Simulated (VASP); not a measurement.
# Al2Au (Fm-3m) in VASP: further runs, part 2 of 3

VASP 6.6.1.

## Step 4: Single point, r2SCAN+D3(BJ)

This run uses another cell than the first one, of 18.90 Å³/atom, 1.050 times its volume.

POSCAR

```
Al2Au
1.0
    0.0000000000      3.0491890704      3.0491890704
    3.0491890704      0.0000000000      3.0491890704
    3.0491890704      3.0491890704      0.0000000000
Al Au
2 1
Direct
    0.2500000000      0.2500000000      0.2500000000
    0.7500000000      0.7500000000      0.7500000000
    0.0000000000      0.0000000000      0.0000000000
```

INCAR.step1

```
SYSTEM = Al2Au
PREC     = Accurate       ! precision mode
ENCUT    = 520            ! plane-wave cutoff, eV
ISMEAR   = -1             ! smearing method
SIGMA    = 0.2            ! smearing width, eV
LREAL    = .False.        ! projectors in reciprocal space
LASPH    = .True.         ! aspherical terms in the spheres
NELM     = 80             ! most SCF steps
NBANDS   = 16             ! bands
GGA      = PE             ! functional
ALGO     = Normal         ! electronic algorithm
EDIFF    = 1E-4           ! SCF threshold, eV
LWAVE    = .True.         ! write WAVECAR
LCHARG   = .False.        ! write CHGCAR
```

INCAR.step2

```
SYSTEM = Al2Au
PREC     = Accurate       ! precision mode
ENCUT    = 520            ! plane-wave cutoff, eV
EDIFF    = 1E-6           ! SCF threshold, eV
ISMEAR   = -1             ! smearing method
SIGMA    = 0.2            ! smearing width, eV
LREAL    = .False.        ! projectors in reciprocal space
LASPH    = .True.         ! aspherical terms in the spheres
NELM     = 80             ! most SCF steps
ALGO     = Normal         ! electronic algorithm
ISIF     = 2              ! what is computed and relaxed
LWAVE    = .False.        ! write WAVECAR
LCHARG   = .True.         ! write CHGCAR
METAGGA  = R2SCAN         ! meta-GGA
LMIXTAU  = .True.       
IVDW     = 12             ! dispersion correction
VDW_S6   = 1.0          
VDW_S8   = 0.78981345   
VDW_A1   = 0.49484001   
VDW_A2   = 5.73083694   
LELF     = .True.         ! ELF
LVHAR    = .True.       
NBANDS   = 16             ! bands
ISTART   = 1
```

KPOINTS

```
regular mesh
0
Gamma
  7 7 7
  0 0 0
```

Potentials or basis: VASP PAW PBE potentials, release 64 (Al, Au).

Run with:

```
$ cat potpaw_PBE.64/Al/POTCAR potpaw_PBE.64/Au/POTCAR > POTCAR
$ cp INCAR.step1 INCAR
$ mpirun -np 1 vasp_std > vasp.out
$ cp INCAR.step2 INCAR
$ mpirun -np 1 vasp_std > vasp.out
```

OUTCAR:

```text
SYSTEM = Al2Au
   PREC = Accurate
   ENCUT = 520
   EDIFF = 1E-6
   ISMEAR = -1
   LREAL = .False.
   LASPH = .True.
   NELM = 80
   ISIF = 2
   METAGGA = R2SCAN
   IVDW = 12
   ISTART = 1
 IVDW          = 12

 ion  position               nearest neighbor table
   1  0.250  0.250  0.250-   3 2.64   3 2.64   3 2.64   3 2.64   2 3.05   2 3.05   2 3.05   2 3.05
                             2 3.05   2 3.05
   2  0.750  0.750  0.750-   3 2.64   3 2.64   3 2.64   3 2.64   1 3.05   1 3.05   1 3.05   1 3.05
                             1 3.05   1 3.05
   3  0.000  0.000  0.000-   2 2.64   2 2.64   2 2.64   1 2.64   1 2.64   1 2.64   2 2.64   1 2.64

  LATTYP: Found a face centered cubic cell.
 ALAT       =     6.0983781408

  Lattice vectors:

 A1 = (   0.0000000000,   3.0491890704,   3.0491890704)
 A2 = (   3.0491890704,   0.0000000000,   3.0491890704)
 A3 = (   3.0491890704,   3.0491890704,   0.0000000000)

Analysis of symmetry for initial positions (statically):
=====================================================================
 Subroutine PRICEL returns:
 Original cell was already a primitive cell.

 Routine SETGRP: Setting up the symmetry group for a
 face centered cubic supercell.

 Subroutine GETGRP returns: Found 48 space group operations
 (whereof 48 operations were pure point group operations)
 out of a pool of 48 trial point group operations.

The static configuration has the point symmetry O_h .

Analysis of symmetry for dynamics (positions and initial velocities):
=====================================================================
 Subroutine PRICEL returns:
 Original cell was already a primitive cell.

 Routine SETGRP: Setting up the symmetry group for a
 face centered cubic supercell.

 Subroutine GETGRP returns: Found 48 space group operations
 (whereof 48 operations were pure point group operations)
 out of a pool of 48 trial point group operations.

The dynamic configuration has the point symmetry O_h .

 Subroutine INISYM returns: Found 48 space group operations
 (whereof 48 operations are pure point group operations),
 and found     1 'primitive' translations

----------------------------------------------------------------------------------------

                                     Primitive cell

  volume of cell :      56.7000

  direct lattice vectors                    reciprocal lattice vectors
     0.000000000  3.049189070  3.049189070    -0.163978024  0.163978024  0.163978024
     3.049189070  0.000000000  3.049189070     0.163978024 -0.163978024  0.163978024
     3.049189070  3.049189070  0.000000000     0.163978024  0.163978024 -0.163978024

  length of vectors
     4.312204538  4.312204538  4.312204538     0.284018270  0.284018270  0.284018270

  position of ions in fractional coordinates (direct lattice)
     0.250000000  0.250000000  0.250000000
     0.750000000  0.750000000  0.750000000
     0.000000000  0.000000000  0.000000000

  ion indices of the primitive-cell ions
   primitive index   ion index
                 1           1
                 2           2
                 3           3

----------------------------------------------------------------------------------------

 KPOINTS: regular mesh

Automatic generation of k-mesh.
 Grid dimensions read from file:
 generate k-points for:    7    7    7

 Generating k-lattice:

  Cartesian coordinates                     Fractional coordinates (reciprocal lattice)
    -0.023425432  0.023425432  0.023425432     0.142857143  0.000000000  0.000000000
     0.023425432 -0.023425432  0.023425432     0.000000000  0.142857143  0.000000000
     0.023425432  0.023425432 -0.023425432     0.000000000  0.000000000  0.142857143

  Length of vectors
     0.040574039  0.040574039  0.040574039

  Shift w.r.t. Gamma in fractional coordinates (k-lattice)
     0.000000000  0.000000000  0.000000000

 Subroutine IBZKPT returns following result:
 ===========================================

 Found     20 irreducible k-points:

 Following reciprocal coordinates:
            Coordinates               Weight
  0.000000  0.000000  0.000000      1.000000
  0.142857  0.000000  0.000000      8.000000
  0.285714  0.000000  0.000000      8.000000
  0.428571  0.000000  0.000000      8.000000
  0.142857  0.142857  0.000000      6.000000
  0.285714  0.142857  0.000000     24.000000
[... 12 lines left out ...]
 -0.428571  0.428571  0.142857     24.000000
 -0.285714  0.428571  0.142857     24.000000
   k-points           NKPTS =     20   k-points in BZ     NKDIM =     20   number of bands    NBANDS=     16
   number of dos      NEDOS =    301   number of ions     NIONS =      3
   total plane-waves  NPLWV =  32768
   dimension x,y,z NGX =    32 NGY =   32 NGZ =   32
   dimension x,y,z NGXF=    64 NGYF=   64 NGZF=   64
   ions per type =               2   1
   NGX,Y,Z   is equivalent  to a cutoff of  12.34, 12.34, 12.34 a.u.
   NGXF,Y,Z  is equivalent  to a cutoff of  24.67, 24.67, 24.67 a.u.
 SYSTEM =  Al2Au
   PREC   = accura    normal or accurate (medium, high low for compatibility)
   ISTART =      1    job   : 0-new  1-cont  2-samecut
   ICHARG =      0    charge: 1-file 2-atom 10-const
   ISPIN  =      1    spin polarized calculation?
   LNONCOLLINEAR =      F non collinear calculations
   LSORBIT =      F    spin-orbit coupling
   LASPH  =      T    aspherical Exc in radial PAW
   ENCUT  =  520.0 eV  38.22 Ry    6.18 a.u.   8.02  8.02  8.02*2*pi/ulx,y,z
   NELM   =     80;   NELMIN=  2; NELMDL=  0     # of ELM steps
   EDIFF  = 0.1E-05   stopping-criterion for ELM
   LREAL  =      F    real-space projection
   EDIFFG = 0.1E-04   stopping-criterion for IOM
   NSW    =      0    number of steps for IOM
   IBRION =     -1    ionic relax: 0-MD 1-quasi-New 2-CG
   NFREE  =      0    steps in history (QN), initial steepest desc. (CG)
   ISIF   =      2    stress and relaxation
   ISYM   =      2    0-nonsym 1-usesym 2-fastsym
   POTIM  = 0.5000    time-step for ionic-motion
   TEBEG  =    0.0;   TEEND  =   0.0 temperature during run
   PSTRESS=    0.0 pullay stress
   NELECT =      17.0000    total number of electrons
   NUPDOWN=      -1.0000    fix difference up-down
   EMIN   =  10.00;   EMAX   =-10.00  energy-range for DOS
   EFERMI =   0.00;   METHOD = LEGACY
   ISMEAR =    -1;   SIGMA  =   0.20  broadening in eV -4-tet -1-fermi 0-gaus
   EFERMI_NEDOS =   21; number of points for ismear=-14 and -15
   IALGO  =     38    algorithm
   IMIX   =      4    mixing-type and parameters
     AMIX     =   0.40;   BMIX     =  1.00
     AMIX_MAG =   1.60;   BMIX_MAG =  1.00
  volume/ion in A,a.u.               =      18.90       127.54
  Fermi-wavevector in a.u.,A,eV,Ry     =   1.095713  2.070597 16.334975  1.200587
  Thomas-Fermi vector in A             =   2.232042
   LORBIT       =      0    0 simple, 1 ext, 2 COOP (PROOUT), +10 PAW based schemes
   METAGGA = R2SCAN    functional components
   LHFCALC =     F    Hartree Fock is set to
   AEXX    =    0.0000 exact exchange contribution
   IVDW    =    12    specifies the selected vdW correction
   LEPSILON=     F    determine dielectric tensor
   LRPA    =     F    only Hartree local field effects (RPA)
 non-spin polarized calculation
  energy-cutoff  :      520.00
  volume of cell :       56.70
 maximum number of plane-waves:      1541
   NGX = 17   NGY = 17   NGZ = 17

 number of electron      17.0000001 magnetization

 Free energy of the ion-electron system (eV)
  ---------------------------------------------------
  ext. energy  EPLUGINS =         0.00000000
  ---------------------------------------------------
  free energy    TOTEN  =       -65.55835012 eV

  energy without entropy =      -65.44375286  energy(sigma->0) =      -65.50105149

 E-fermi :   7.1971     XC(G=0): -11.0461

 val. band max:        7.1322433720   @ k =  -0.4286   0.1429   0.0000
 cond. band min:       7.3087530988   @ k =   0.2857   0.1429   0.0000
 fundamental gap:      0.1765097268
 Fermi energy:         7.1971242535

 k-point     1 :       0.0000    0.0000    0.0000
  band No.  band energies     occupation
      1      -3.5768      2.00000
      2       0.4898      2.00000
      3       0.4898      2.00000
      4       0.4898      2.00000
      5       1.4388      2.00000
      6       1.4388      2.00000
[... 357 lines left out ...]
      3       0.7256      2.00000
      4       1.0453      2.00000
      5       1.2378      2.00000
      6       1.7176      2.00000
[... 8 lines left out ...]
     15      17.7245      0.00000
     16      18.0809      0.00000

------------------------ aborting loop because EDIFF is reached ----------------------------------------

 Edisp (eV)   -0.54220

 E8    (eV) :    -0.1930

  FORCE on cell =-STRESS in cart. coord.  units (eV):
  Direction    XX          YY          ZZ          XY          YZ          ZX
  --------------------------------------------------------------------------------------
  -------------------------------------------------------------------------------------
  Total      -2.27542    -2.27542    -2.27542     0.00000     0.00000     0.00000
  in kB     -64.29663   -64.29663   -64.29663     0.00000     0.00000     0.00000
  external pressure =      -64.30 kB  Pullay stress =        0.00 kB

 VOLUME and BASIS-vectors are now :
 -----------------------------------------------------------------------------
  energy-cutoff  :      520.00
  volume of cell :       56.70
      direct lattice vectors                 reciprocal lattice vectors
     0.000000000  3.049189070  3.049189070    -0.163978024  0.163978024  0.163978024
     3.049189070  0.000000000  3.049189070     0.163978024 -0.163978024  0.163978024
     3.049189070  3.049189070  0.000000000     0.163978024  0.163978024 -0.163978024

 POSITION                                       TOTAL-FORCE (eV/Angst)
 -----------------------------------------------------------------------------------
      1.52459      1.52459      1.52459        -0.000000     -0.000000     -0.000000
      4.57378      4.57378      4.57378         0.000000      0.000000      0.000000
      0.00000      0.00000      0.00000        -0.000000     -0.000000     -0.000000
 -----------------------------------------------------------------------------------
    total drift:                                0.000000     -0.000000      0.000000

  FREE ENERGIE OF THE ION-ELECTRON SYSTEM (eV)
  ---------------------------------------------------
  free  energy   TOTEN  =       -66.1005458967 eV

  energy  without entropy=      -65.9859486375  energy(sigma->0) =      -66.04324727
```

Run time: 63 s. Hardware: 1 thread of AMD EPYC 7R13 (Zen 3), shared host; peak memory 0.17 GiB.

What came out:

| Item | Value |
| --- | --- |
| Free energy | -66.1005 eV |
| Pressure | -6.4 GPa |
| Dispersion energy per atom | -0.181 eV |

Caveat: the PAW data sets were made with another functional, which shifts forces and pressure a little; spin-orbit coupling is left out, which moves the levels of the heavy elements; pairwise dispersion overbinds metals, which lowers pressure and volume.

(Continued in part 3 of 3.)
